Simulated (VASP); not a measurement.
## FeO (Wuestite): single point with PBEsol

The system is FeO (Wuestite).

```
CELL_PARAMETERS angstrom
0.00000 2.15540 2.15540
2.15540 0.00000 2.15540
2.15540 2.15540 0.00000
ATOMIC_POSITIONS crystal
Fe 0.00000 0.00000 0.00000
O 0.50000 0.50000 0.50000
```

```json
{"Program": "VASP 6.6.1", "Task": "single point", "Functional": "PBEsol", "Potentials or basis": "VASP PAW PBE potentials, release 64 (Fe_sv, O)", "Cutoff": "600 eV", "k mesh": "9 × 9 × 9", "Occupations": "fermi-dirac, width 0.05 eV", "Spin": "collinear spin, ferromagnetic start", "Starting moments": "[1.5, 0.0] μB", "Fixed moment": "1.5 μB"}
```

| Quantity | Value |
| --- | --- |
| Pressure | -32.9 GPa |
| Net moment | 1.50 μB per cell |
| Site moments | Fe +1.44; O -0.01 μB |
| Valence electrons inside the program's atomic spheres | Fe 13.69; O 4.89 |

Run time: 17 s on 1 thread of Intel(R) Xeon(R) Platinum 8488C (Sapphire Rapids), on a shared host, peak memory 0.16 GiB.

Caveat: the PAW data sets were made with another functional, which shifts forces and pressure a little; the total moment is fixed, so each spin has its own Fermi level; a cell with one magnetic atom can't hold antiferromagnetic order, which such compounds often take.
